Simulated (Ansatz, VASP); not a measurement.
**MgB in VASP and in Ansatz**

```
Mg B
1.0
     2.89515    0.00000    0.00000
     0.00000    2.89515    0.00000
     0.00000    0.00000    2.89515
Mg B
1 1
Direct
  0.00000 0.00000 0.00000
  0.50000 0.50000 0.50000
```

Alike in both runs: task relaxation of cell and atoms; functional r2SCAN; dispersion rVV10; k mesh 9 × 9 × 9; occupations fermi-dirac, width 0.05 eV; no spin polarisation.

|  | VASP | Ansatz |
| --- | --- | --- |
| version | VASP 6.6.1 | Ansatz 0.2.0 |
| potentials or method | VASP PAW PBE potentials, release 64 (Mg, B) | Ansatz PAW |
| plane-wave cutoff (eV) | 600 | 500 |
| valence electrons in the cell | 5 | 13 |

```csv
,VASP,Ansatz,Ansatz less VASP
"gap on the k mesh at the Fermi level, each at its own relaxed structure (eV)",none,none,-
relaxed volume (Å³/atom),11.92,11.96,+0.042
relaxed cell length with the largest relative difference (Å),2.878,2.881,+0.0034
```

VASP's potentials were made for PBE, not for r2SCAN. A gap of «none» marks a metal or a gap that the smearing closes. VASP's potentials hold 5 valence electrons a cell and Ansatz's 13, so a difference there can come from the potentials and not from the codes.

Noted on Ansatz's run: the plane-wave basis is chosen anew once the cell has moved, so the energies of steps on either side of that aren't comparable.
